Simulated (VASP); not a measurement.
# Pt (P6_3/mmc) in VASP: a series of runs

Runs on Pt. Level: LDA. Tasks: single point.

All numbers are computed with VASP 6.6.1; they aren't measurements. Logs are shortened: lines on timing, memory, paths and dates and some standing lists are left out, and cuts for length are marked.

## (1) The cell of the first run

The structure is hexagonal, space group P6_3/mmc (No. 194). Conventional cell: a = 2.667 Å, b = 2.667 Å, c = 4.605 Å, α = 90.00°, β = 90.00°, γ = 120.00°. Within 3.5 Å of Pt (site symmetry -6m2) lie 12 Pt at 2.67 to 2.77 Å.

## (2) Single point, LDA, collinear spin, ferromagnetic start

Contents of INCAR:

```
  PREC = Accurate
  ENCUT = 520
  EDIFF = 1E-6
  ISMEAR = 0
  SIGMA = 0.15
  LREAL = False
  LASPH = True
  NELM = 150
  ALGO = Normal
  ISIF = 2
  LWAVE = False
  LCHARG = True
  ISPIN = 2
  MAGMOM = 0.2 0.2
  LORBIT = 11
  NUPDOWN = 0.4
  LMAXMIX = 4
  GGA = CA
  LELF = True
  LVHAR = True
  NBANDS = 21
```

Contents of KPOINTS:

```
Automatic mesh
0
Gamma
  21 21 10
```

Contents of POSCAR:

```
Pt
1.0
    2.6670688980      0.0000000000      0.0000000000
   -1.3335344490      2.3097494193      0.0000000000
    0.0000000000      0.0000000000      4.6053244732
Pt
2
Direct
    0.6666666667      0.3333333333      0.7500000000
    0.3333333333      0.6666666667      0.2500000000
```

Potentials or basis: VASP PAW LDA potentials, release 64 (Pt).

Launch:

```sh
$ cat potpaw_LDA.64/Pt/POTCAR > POTCAR
$ mpirun -np 1 vasp_std > vasp.out
```

OUTCAR:

```text
PREC = Accurate
   ENCUT = 520
   EDIFF = 1E-6
   ISMEAR = 0
   LREAL = False
   LASPH = True
   NELM = 150
   ISIF = 2
   ISPIN = 2
   LORBIT = 11
   NUPDOWN = 0.4
   GGA = CA

 ion  position               nearest neighbor table
   1  0.667  0.333  0.750-   2 2.77   2 2.77   2 2.77   2 2.77   2 2.77   2 2.77
   2  0.333  0.667  0.250-   1 2.77   1 2.77   1 2.77   1 2.77   1 2.77   1 2.77

  LATTYP: Found a hexagonal cell.
 ALAT       =     2.6670688980
 C/A-ratio  =     1.7267362222

  Lattice vectors:

 A1 = (   2.6670688980,   0.0000000000,   0.0000000000)
 A2 = (  -1.3335344490,   2.3097494193,   0.0000000000)
 A3 = (   0.0000000000,   0.0000000000,   4.6053244732)

Analysis of symmetry for initial positions (statically):
=====================================================================
 Subroutine PRICEL returns:
 Original cell was already a primitive cell.

 Routine SETGRP: Setting up the symmetry group for a
 hexagonal supercell.

 Subroutine GETGRP returns: Found 24 space group operations
 (whereof 12 operations were pure point group operations)
 out of a pool of 24 trial point group operations.

The static configuration has the point symmetry D_3d.
 The point group associated with its full space group is D_6h.

Analysis of symmetry for dynamics (positions and initial velocities):
=====================================================================
 Subroutine PRICEL returns:
 Original cell was already a primitive cell.

 Routine SETGRP: Setting up the symmetry group for a
 hexagonal supercell.

 Subroutine GETGRP returns: Found 24 space group operations
 (whereof 12 operations were pure point group operations)
 out of a pool of 24 trial point group operations.

The dynamic configuration has the point symmetry D_3d.
 The point group associated with its full space group is D_6h.

Analysis of structural, dynamic, and magnetic symmetry:
=====================================================================
 Subroutine PRICEL returns:
 Original cell was already a primitive cell.

 Routine SETGRP: Setting up the symmetry group for a
 hexagonal supercell.

 Subroutine GETGRP returns: Found 24 space group operations
 (whereof 12 operations were pure point group operations)
 out of a pool of 24 trial point group operations.

The overall configuration has the point symmetry D_3d.
 The point group associated with its full space group is D_6h.

 Subroutine INISYM returns: Found 24 space group operations
 (whereof 12 operations are pure point group operations),
 and found     1 'primitive' translations

----------------------------------------------------------------------------------------

                                     Primitive cell

  volume of cell :      28.3700

  direct lattice vectors                    reciprocal lattice vectors
     2.667068898  0.000000000  0.000000000     0.374943445  0.216473699  0.000000000
    -1.333534449  2.309749419  0.000000000     0.000000000  0.432947398  0.000000000
     0.000000000  0.000000000  4.605324473     0.000000000  0.000000000  0.217139966

  length of vectors
     2.667068898  2.667068898  4.605324473     0.432947398  0.432947398  0.217139966

  position of ions in fractional coordinates (direct lattice)
     0.666666667  0.333333333  0.750000000
     0.333333333  0.666666667  0.250000000

  ion indices of the primitive-cell ions
   primitive index   ion index
                 1           1
                 2           2

----------------------------------------------------------------------------------------

 KPOINTS: Automatic mesh

Automatic generation of k-mesh.
 Grid dimensions read from file:
 generate k-points for:   21   21   10

 Generating k-lattice:

  Cartesian coordinates                     Fractional coordinates (reciprocal lattice)
     0.017854450  0.010308271  0.000000000     0.047619048  0.000000000  0.000000000
     0.000000000  0.020616543  0.000000000     0.000000000  0.047619048  0.000000000
     0.000000000  0.000000000  0.021713997     0.000000000  0.000000000  0.100000000

  Length of vectors
     0.020616543  0.020616543  0.021713997

  Shift w.r.t. Gamma in fractional coordinates (k-lattice)
     0.000000000  0.000000000  0.000000000

 Subroutine IBZKPT returns following result:
 ===========================================

 Found    288 irreducible k-points:

 Following reciprocal coordinates:
            Coordinates               Weight
  0.000000  0.000000  0.000000      1.000000
  0.047619  0.000000  0.000000      6.000000
  0.095238  0.000000  0.000000      6.000000
  0.142857  0.000000  0.000000      6.000000
  0.190476  0.000000  0.000000      6.000000
  0.238095  0.000000  0.000000      6.000000
[... 16 lines left out ...]
  0.142857  0.095238  0.000000     12.000000
  0.190476  0.095238  0.000000     12.000000
 [... further k-points ...]
   k-points           NKPTS =    288   k-points in BZ     NKDIM =    288   number of bands    NBANDS=     21
   number of dos      NEDOS =    301   number of ions     NIONS =      2
   total plane-waves  NPLWV =  14400
   dimension x,y,z NGX =    20 NGY =   20 NGZ =   36
   dimension x,y,z NGXF=    40 NGYF=   40 NGZF=   72
   ions per type =               2
   NGX,Y,Z   is equivalent  to a cutoff of  12.47, 12.47, 13.00 a.u.
   NGXF,Y,Z  is equivalent  to a cutoff of  24.93, 24.93, 25.99 a.u.
 SYSTEM =  unknown system
   PREC   = accura    normal or accurate (medium, high low for compatibility)
   ISTART =      0    job   : 0-new  1-cont  2-samecut
   ICHARG =      2    charge: 1-file 2-atom 10-const
   ISPIN  =      2    spin polarized calculation?
   LNONCOLLINEAR =      F non collinear calculations
   LSORBIT =      F    spin-orbit coupling
   LASPH  =      T    aspherical Exc in radial PAW
   ENCUT  =  520.0 eV  38.22 Ry    6.18 a.u.   4.96  4.96  8.56*2*pi/ulx,y,z
   NELM   =    150;   NELMIN=  2; NELMDL= -5     # of ELM steps
   EDIFF  = 0.1E-05   stopping-criterion for ELM
   LREAL  =      F    real-space projection
   EDIFFG = 0.1E-04   stopping-criterion for IOM
   NSW    =      0    number of steps for IOM
   IBRION =     -1    ionic relax: 0-MD 1-quasi-New 2-CG
   NFREE  =      0    steps in history (QN), initial steepest desc. (CG)
   ISIF   =      2    stress and relaxation
   ISYM   =      2    0-nonsym 1-usesym 2-fastsym
   POTIM  = 0.5000    time-step for ionic-motion
   TEBEG  =    0.0;   TEEND  =   0.0 temperature during run
   PSTRESS=    0.0 pullay stress
   NELECT =      20.0000    total number of electrons
   NUPDOWN=       0.4000    fix difference up-down
   EMIN   =  10.00;   EMAX   =-10.00  energy-range for DOS
   EFERMI =   0.00;   METHOD = LEGACY
   ISMEAR =     0;   SIGMA  =   0.15  broadening in eV -4-tet -1-fermi 0-gaus
   EFERMI_NEDOS =   21; number of points for ismear=-14 and -15
   IALGO  =     38    algorithm
   IMIX   =      4    mixing-type and parameters
     AMIX     =   0.40;   BMIX     =  1.00
     AMIX_MAG =   1.60;   BMIX_MAG =  1.00
  volume/ion in A,a.u.               =      14.19        95.73
  Fermi-wavevector in a.u.,A,eV,Ry     =   1.457018  2.753366 28.883846  2.122903
  Thomas-Fermi vector in A             =   2.573869
   LORBIT       =     11    0 simple, 1 ext, 2 COOP (PROOUT), +10 PAW based schemes
   GGA     = CA    functional components
   LHFCALC =     F    Hartree Fock is set to
   AEXX    =    0.0000 exact exchange contribution
   IVDW    =     0    specifies the selected vdW correction
   LEPSILON=     F    determine dielectric tensor
   LRPA    =     F    only Hartree local field effects (RPA)
 spin polarized calculation
 Gauss-broadening in eV      SIGMA  =   0.15
  energy-cutoff  :      520.00
  volume of cell :       28.37
 maximum number of plane-waves:       783
 NGX is ok and might be reduce to    20
   NGX =  9   NGY =  9   NGZ = 17

 number of electron      19.9999999 magnetization       0.4000000

 Free energy of the ion-electron system (eV)
  ---------------------------------------------------
  ext. energy  EPLUGINS =         0.00000000
  ---------------------------------------------------
  free energy    TOTEN  =       -14.81562309 eV

  energy without entropy =      -14.77966732  energy(sigma->0) =      -14.79764520

 E-fermi :  12.2953     XC(G=0): -14.0406

 val. band max:       12.4138971258   @ k =   0.2857   0.2857   0.4000
 cond. band min:      12.3016217165   @ k =   0.1905   0.0476   0.1000
 fundamental gap:     -0.1122754093
 Fermi energy:        12.4154389224

 spin component 1

 k-point     1 :       0.0000    0.0000    0.0000
  band No.  band energies     occupation
      1       1.3983      1.00000
      2       4.1179      1.00000
      3       7.6134      1.00000
      4       8.2113      1.00000
      5       8.2113      1.00000
      6       8.6623      1.00000
[... 13 lines left out ...]
     20      35.0726      0.00000
     21      36.6371      0.00000

 k-point     2 :       0.0476    0.0000    0.0000
  band No.  band energies     occupation
      1       1.4900      1.00000
      2       4.2036      1.00000
      3       7.6058      1.00000
      4       8.2031      1.00000
      5       8.2849      1.00000
      6       8.6119      1.00000
[... 13 lines left out ...]
     20      35.1825      0.00000
     21      37.8111      0.00000

 k-point     3 :       0.0952    0.0000    0.0000
  band No.  band energies     occupation
      1       1.7595      1.00000
      2       4.4492      1.00000
      3       7.5406      1.00000
      4       8.2213      1.00000
      5       8.4923      1.00000
      6       8.5033      1.00000
[... 13 lines left out ...]
     20      35.5087      0.00000
     21      38.1701      0.00000
[... 457 lines left out ...]
 k-point    23 :       0.1429    0.0952    0.0000
  band No.  band energies     occupation
      1       2.9891      1.00000
      2       5.4327      1.00000
      3       7.0503      1.00000
      4       7.7730      1.00000
      5       7.9782      1.00000
      6       8.7048      1.00000
[... 13 lines left out ...]
     20      35.0291      0.00000
     21      37.3072      0.00000

 k-point    24 :       0.1905    0.0952    0.0000
  band No.  band energies     occupation
      1       3.6148      1.00000
      2       5.7024      1.00000
      3       7.0071      1.00000
      4       7.1927      1.00000
      5       7.8365      1.00000
      6       8.6871      1.00000
[... 13 lines left out ...]
     20      34.4177      0.00000
     21      35.4671      0.00000

 [... further k-points ...]

 spin component 2

 k-point     1 :       0.0000    0.0000    0.0000
  band No.  band energies     occupation
      1       1.4432      1.00000
      2       4.1969      1.00000
      3       7.7292      1.00000
      4       8.3181      1.00000
      5       8.3181      1.00000
      6       8.7717      1.00000
[... 13 lines left out ...]
     20      35.1217      0.00000
     21      36.6723      0.00000

 k-point     2 :       0.0476    0.0000    0.0000
  band No.  band energies     occupation
      1       1.5348      1.00000
      2       4.2828      1.00000
      3       7.7204      1.00000
      4       8.3107      1.00000
      5       8.3920      1.00000
      6       8.7208      1.00000
[... 13 lines left out ...]
     20      35.2317      0.00000
     21      37.8518      0.00000

 k-point     3 :       0.0952    0.0000    0.0000
  band No.  band energies     occupation
      1       1.8044      1.00000
      2       4.5292      1.00000
      3       7.6513      1.00000
      4       8.3313      1.00000
      5       8.6003      1.00000
      6       8.6108      1.00000
[... 13 lines left out ...]
     20      35.5582      0.00000
     21      38.2295      0.00000
[... 457 lines left out ...]
 k-point    23 :       0.1429    0.0952    0.0000
  band No.  band energies     occupation
      1       3.0354      1.00000
      2       5.5176      1.00000
      3       7.1507      1.00000
      4       7.8557      1.00000
      5       8.0812      1.00000
      6       8.8204      1.00000
[... 13 lines left out ...]
     20      35.0863      0.00000
     21      37.3619      0.00000

 k-point    24 :       0.1905    0.0952    0.0000
  band No.  band energies     occupation
      1       3.6632      1.00000
      2       5.7913      1.00000
      3       7.1031      1.00000
      4       7.2766      1.00000
      5       7.9380      1.00000
      6       8.7916      1.00000
[... 13 lines left out ...]
     20      34.4720      0.00000
     21      35.5288      0.00000

 [... further k-points ...]

------------------------ aborting loop because EDIFF is reached ----------------------------------------

  FORCE on cell =-STRESS in cart. coord.  units (eV):
  Direction    XX          YY          ZZ          XY          YZ          ZX
  --------------------------------------------------------------------------------------
  -------------------------------------------------------------------------------------
  Total        3.2526590      3.2526590      2.5554872     -0.0000000     -0.0000000      0.0000000
  in kB      183.6918025    183.6918025    144.3194822     -0.0000000     -0.0000000      0.0000000
  external PRESSURE =     170.5676958 kB  Pullay stress =       0.0000000 kB

 VOLUME and BASIS-vectors are now :
 -----------------------------------------------------------------------------
  energy-cutoff  :      520.00
  volume of cell :       28.37
      direct lattice vectors                 reciprocal lattice vectors
     2.667068898  0.000000000  0.000000000     0.374943445  0.216473699  0.000000000
    -1.333534449  2.309749419  0.000000000     0.000000000  0.432947398  0.000000000
     0.000000000  0.000000000  4.605324473     0.000000000  0.000000000  0.217139966

 POSITION                                       TOTAL-FORCE (eV/Angst)
 -----------------------------------------------------------------------------------
      1.33353      0.76992      3.45399         0.000000     -0.000000      0.000000
     -0.00000      1.53983      1.15133        -0.000000      0.000000      0.000000
 -----------------------------------------------------------------------------------
    total drift:                               -0.000000      0.000000     -0.000000

  FREE ENERGIE OF THE ION-ELECTRON SYSTEM (eV)
  ---------------------------------------------------
  free  energy   TOTEN  =       -14.8156230904 eV

  energy  without entropy=      -14.7796673177  energy(sigma->0) =      -14.79764520

 total charge

# of ion       s       p       d       tot
------------------------------------------
    1        0.677   0.696   8.117   9.490
    2        0.677   0.696   8.117   9.490
--------------------------------------------------
tot          1.355   1.391  16.235  18.981

 magnetization (x)

# of ion       s       p       d       tot
------------------------------------------
    1        0.002   0.001   0.194   0.196
    2        0.002   0.001   0.194   0.196
--------------------------------------------------
tot          0.003   0.001   0.387   0.391
```

It took 3.9 min on 1 thread of Oxide Virtual Turin-like, shared host; peak memory 0.28 GiB.

What came out:

| Property | Result |
| --- | --- |
| Free energy | -14.8156 eV |
| Pressure | 17.1 GPa |
| Net moment | 0.40 μB per cell |
| Site moments | Pt +0.20 μB |
| Valence electrons inside the program's atomic spheres | Pt 9.49 |

Stress tensor (GPa, compression positive):
```
18.37  0.00  0.00
 0.00 18.37  0.00
 0.00  0.00 14.43
```

Caveat: spin-orbit coupling is left out, which moves the levels of the heavy elements; the total moment is fixed, so each spin has its own Fermi level.

## (3) Single point, LDA, collinear spin, ferromagnetic start

This run uses another cell than the first one, of 14.85 Å³/atom, 1.047 times its volume.

Contents of INCAR:

```
PREC = Accurate
ENCUT = 520
EDIFF = 1E-7
ISMEAR = 0
SIGMA = 0.15
LREAL = False
LASPH = True
NELM = 150
ALGO = Normal
ISIF = 2
LWAVE = False
LCHARG = True
ISPIN = 2
MAGMOM = 0.4 0.4
LORBIT = 11
NUPDOWN = 0.8
LMAXMIX = 4
LELF = True
LVHAR = True
NBANDS = 21
```

Contents of KPOINTS:

```
regular mesh
0
Gamma
  21 21 10
```

Contents of POSCAR:

```
Pt
1.0
    2.7082945876      0.0000000000      0.0000000000
   -1.3541472938      2.3454519138      0.0000000000
    0.0000000000      0.0000000000      4.6765103647
Pt
2
Direct
    0.6666666667      0.3333333333      0.7500000000
    0.3333333333      0.6666666667      0.2500000000
```

Potentials or basis: VASP PAW LDA potentials, release 64 (Pt).

Launch:

```sh
$ cat potpaw_LDA.64/Pt/POTCAR > POTCAR
$ mpirun -np 1 vasp_std > vasp.out
```

It took 6.2 min on 1 thread of Oxide Virtual Turin-like, shared host; peak memory 0.29 GiB.

Results (log left out):

| Property | Result |
| --- | --- |
| Free energy | -14.8562 eV |
| Pressure | 1.7 GPa |
| Net moment | 0.80 μB per cell |
| Site moments | Pt +0.39 μB |
| Valence electrons inside the program's atomic spheres | Pt 9.36 |

Stress tensor (GPa, compression positive):
```
 3.02  0.00  0.00
 0.00  3.02  0.00
 0.00  0.00 -0.91
```

Caveat: spin-orbit coupling is left out, which moves the levels of the heavy elements; the total moment is fixed, so each spin has its own Fermi level.

## (4) Single point, LDA, collinear spin, ferromagnetic start

This run uses another cell than the first one, of 14.85 Å³/atom, 1.047 times its volume.

Contents of INCAR:

```
SYSTEM = Pt
PREC = Accurate
ENCUT = 520
EDIFF = 1E-6
ISMEAR = 0
SIGMA = 0.15
LREAL = .FALSE.
LASPH = .TRUE.
NELM = 150
ALGO = Fast
ISIF = 2
LWAVE = .FALSE.
LCHARG = .FALSE.
ISPIN = 2
MAGMOM = 0.3 0.3
LORBIT = 11
NUPDOWN = 0.6
LMAXMIX = 4
GGA = CA
NBANDS = 21
```

Contents of KPOINTS:

```
Automatic mesh
0
G
  21 21 10
  0 0 0
```

POSCAR is that of step 3.

Launch:

```sh
$ cat potpaw_LDA.64/Pt/POTCAR > POTCAR
$ mpirun -np 1 vasp_std > vasp.out
```

Run time: 7.3 min. Hardware: 1 thread of Oxide Virtual Turin-like, shared host; peak memory 0.28 GiB.

Results (log left out):

| Item | Value |
| --- | --- |
| Free energy | -14.8761 eV |
| Pressure | 1.3 GPa |
| Net moment | 0.60 μB per cell |
| Site moments | Pt +0.29 μB |
| Valence electrons inside the program's atomic spheres | Pt 9.36 |

Stress tensor (GPa, compression positive):
```
 2.26  0.00  0.00
 0.00  2.26  0.00
 0.00  0.00 -0.50
```

Caveat: spin-orbit coupling is left out, which moves the levels of the heavy elements; the total moment is fixed, so each spin has its own Fermi level.

## (5) Overview

| fixed moment (μB) | cell | pressure (GPa) | moment (μB) |
| --- | --- | --- | --- |
| 0.4 | a = 2.667, b = 2.667, c = 4.605 Å, angles 90.0, 90.0, 120.0°, 2 atoms | 17.1 | 0.40 |
| 0.8 | a = 2.708, b = 2.708, c = 4.677 Å, angles 90.0, 90.0, 120.0°, 2 atoms | 1.7 | 0.80 |
| 0.6 | a = 2.708, b = 2.708, c = 4.677 Å, angles 90.0, 90.0, 120.0°, 2 atoms | 1.3 | 0.60 |

Alike in all rows: task single point; level LDA; potentials or basis VASP PAW LDA potentials, release 64 (Pt); spin collinear, ferromagnetic start; k mesh 21 × 21 × 10; cutoff (eV) 520; smearing gaussian 0.15 eV.

Caveats: spin-orbit coupling is left out, which moves the levels of the heavy elements; the total moment is fixed, so each spin has its own Fermi level.

Absolute energies hang on the potentials; compare differences alone.
